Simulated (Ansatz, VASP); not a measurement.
GeBiO4 in VASP and in Ansatz

```
Ge Bi O
1.0
     0.00000    3.32915    3.32915
     3.32915    0.00000    3.32915
     3.32915    3.32915    0.00000
Ge Bi O
1 1 4
Cartesian
  3.3291 3.3291 3.3291
  1.6646 1.6646 1.6646
  4.1686 4.1686 5.8188
  5.8188 4.1686 4.1686
  4.1686 5.8188 4.1686
  5.8188 5.8188 5.8188
```

Change from the starting cell: species swapped into the GdErCo4 type (F-43m, No. 216).

Alike in both runs: functional PBE; k mesh 4 × 4 × 4; occupations gaussian, width 0.1 eV; no spin polarisation.

Ansatz relaxed the structure, and its values are those at the end. VASP's run is a single point on that final structure, the one shown.

|  | VASP | Ansatz |
| --- | --- | --- |
| version | VASP 6.6.1 | Ansatz 0.2.0 |
| potentials or method | VASP PAW PBE potentials, release 64 (Ge_d, Bi_d, O), cutoff 520 eV | scalar-relativistic, plane waves, PAW |
| valence electrons in the cell | 53 | 53 |

|  | VASP | Ansatz | Ansatz less VASP |
| --- | --- | --- | --- |
| gap on the k mesh at the Fermi level (eV) | none | none | - |
| pressure (GPa) | -0.2 | 0.0 | +0.15 |

A gap of «none» marks a metal or a gap that the smearing closes.

The k mesh is coarse, so the values compare programs but aren't converged. Neither program's run includes spin-orbit coupling.
